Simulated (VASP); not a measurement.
Set up this calculation in VASP 6.6.1, as the native input.

- Task: single point
- Functional: PBEsol
- Potentials or basis: VASP PAW PBE potentials, release 64 (Mg, Zn, O)
- Cutoff: 520 eV
- k mesh: 4 × 4 × 4
- Occupations: gaussian, width 0.02 eV
- Spin: no spin polarisation
- Dipole correction: no
- Further INCAR settings: LREAL = Auto; ALGO = Normal; EDIFF = 1e-06; NBANDS = 71

The structure of Mg3Zn5O8 lies in POSCAR:

```
Mg3Zn5O8
1.0
    0.0001214041      0.0000700927     -5.1819081577
    3.2293354905      5.6211200203     -0.0001515564
    3.2533649901     -5.6349934584      0.0000000000
Mg Zn O
3 5 8
Direct
    0.5009242315      0.1669258967      0.3325994983
    0.5009242315      0.1669258967      0.8343263984
   -0.0017315824      0.3359043130      0.6679521565
    0.5051220040      0.6648040608      0.3324020304
    0.5032126337      0.6641594510      0.8320797255
    0.0004612370      0.3324239880      0.1662119940
    0.0023453285      0.8344891342      0.6679284808
    0.0023453285      0.8344891342      0.1665606534
    0.6173198666      0.3297755669      0.6648877835
    0.6188197399      0.3310884526      0.1655442263
    0.6196469846      0.8326966559      0.6666285928
    0.6196469846      0.8326966559      0.1660680631
    0.1188954293      0.1689587841      0.3357841572
    0.1188954293      0.1689587841      0.8331746269
    0.1208956519      0.6675456325      0.3337728163
    0.1201965015      0.6681575935      0.8340787967
```

The input as run:

INCAR

```
PREC = Accurate ; ENCUT = 520
EDIFF = 1E-6 ; ISMEAR = 0
SIGMA = 0.02 ; LREAL = Auto
LASPH = T ; NELM = 60
ALGO = Normal ; ISIF = 2
LWAVE = F ; LCHARG = F
GGA = PS ; NBANDS = 71
```

KPOINTS

```
regular mesh
0
Gamma
  4 4 4
```

Potentials or basis: VASP PAW PBE potentials, release 64 (Mg, Zn, O).

Command:

```console
$ cat potpaw_PBE.64/Mg/POTCAR potpaw_PBE.64/Zn/POTCAR potpaw_PBE.64/O/POTCAR > POTCAR
$ mpirun -np 1 vasp_std > vasp.out
```

It gave:

| Quantity | Value |
| --- | --- |
| Pressure | 0.5 GPa |
| Largest force | 0.078 eV/Å |
| Band gap on the k mesh | 1.52 eV |

Caveat: the PAW data sets were made with another functional, which shifts forces and pressure a little.

It took 12 min on 1 thread of Intel Xeon 8259CL (shared host), peak memory 0.41 GiB.
